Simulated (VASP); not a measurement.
Set up this calculation in VASP 6.6.1, as the native input.

```
Task                   : single point
Functional             : PBE
Potentials or basis    : VASP PAW PBE potentials, release 64 (Ni, Cu, Rh_pv, Ir, Au)
Cutoff                 : 520 eV
k mesh                 : 3 × 3 × 2, shifted
Occupations            : gaussian, width 0.1 eV
Spin                   : collinear spin, ferromagnetic start
Starting moments       : [2.0, 0.0, 0.0, 0.0, 0.0, 0.0, 0.0, 0.0, 0.0, 0.0, 0.0, 0.0] μB
Dipole correction      : no
Further INCAR settings : ALGO = Normal; EDIFF = 1e-07; NBANDS = 84; ISYM = 0
```

The structure of Cu2NiIrRh2Au6 lies in POSCAR:

```
Cu2NiIrRh2Au6
1.0
   -3.9698272426     -3.9883788185      0.0277075944
    0.0185595525      3.9421116716      3.9349610961
   -3.9235848526      3.9698440229     -3.9812530000
Ni Cu Rh Ir Au
1 2 2 1 6
Direct
    0.3375004345      0.6658720095      0.6732057841
    0.6542459833      0.8339363895      0.3289547061
    0.1864049658      0.8390844323      0.3380875010
    0.1838891818      0.3584044360      0.3431032965
    0.4906069148      0.5014941275      0.0031087568
    0.4944206096     -0.0116782448     -0.0027572176
   -0.0038614046      0.9946569471      0.0221681792
    0.8274666048      0.1588546749      0.6555676933
    0.3317261651      0.1656023323      0.6677029778
    0.6664296302      0.3355487025      0.3204221854
    0.0030275928      0.5002344576     -0.0027508113
    0.8347112176      0.6698921339      0.6506540932
```

These files were run (other wordings do the same):

INCAR

```
PREC     = Accurate       # precision mode
ENCUT    = 520            # plane-wave cutoff, eV
EDIFF    = 1E-7           # SCF threshold, eV
ISMEAR   = 0              # smearing method
SIGMA    = 0.1            # smearing width, eV
LREAL    = F              # projectors in reciprocal space
LASPH    = T              # aspherical terms in the spheres
NELM     = 150            # most SCF steps
ALGO     = Normal         # electronic algorithm
ISIF     = 2              # what is computed and relaxed
LWAVE    = F              # write WAVECAR
LCHARG   = F              # write CHGCAR
ISPIN    = 2              # spin polarisation
MAGMOM   = 2 0 0 0 0 0 0 0 0 0 0 0 # initial moments
LORBIT   = 11             # projections on sites
LMAXMIX  = 4              # l up to which the mixer works
GGA      = PE             # functional
ISYM     = 0            
NBANDS   = 84             # bands
```

KPOINTS

```
Automatic mesh
0
Gamma
  3 3 2
  0 0 0.5
```

Potentials or basis: VASP PAW PBE potentials, release 64 (Ni, Cu, Rh_pv, Ir, Au).

Run with:

```bash
$ cat potpaw_PBE.64/Ni/POTCAR potpaw_PBE.64/Cu/POTCAR potpaw_PBE.64/Rh_pv/POTCAR potpaw_PBE.64/Ir/POTCAR potpaw_PBE.64/Au/POTCAR > POTCAR
$ mpirun -np 1 vasp_std > vasp.out
```

It gave:

```
Pressure                                              : -0.1 GPa
Largest force                                         : 0.021 eV/Å
Net moment                                            : 0.91 μB per cell
Site moments                                          : Ni +0.28; Cu +0.02, +0.01; Rh +0.20, +0.24; Ir +0.14; Au +0.00, +0.01 μB
Valence electrons inside the program's atomic spheres : Ni 9.05; Cu 9.88, 9.86; Rh 13.68, 13.67; Ir 8.08; Au 9.70, 9.71, 9.69
```

Caveat: the k points lie up to 0.46 Å⁻¹ apart.

Wall time 8 min on 1 thread of Intel(R) Xeon(R) 6975P-C (Granite Rapids) (shared host), peak memory 0.51 GiB.
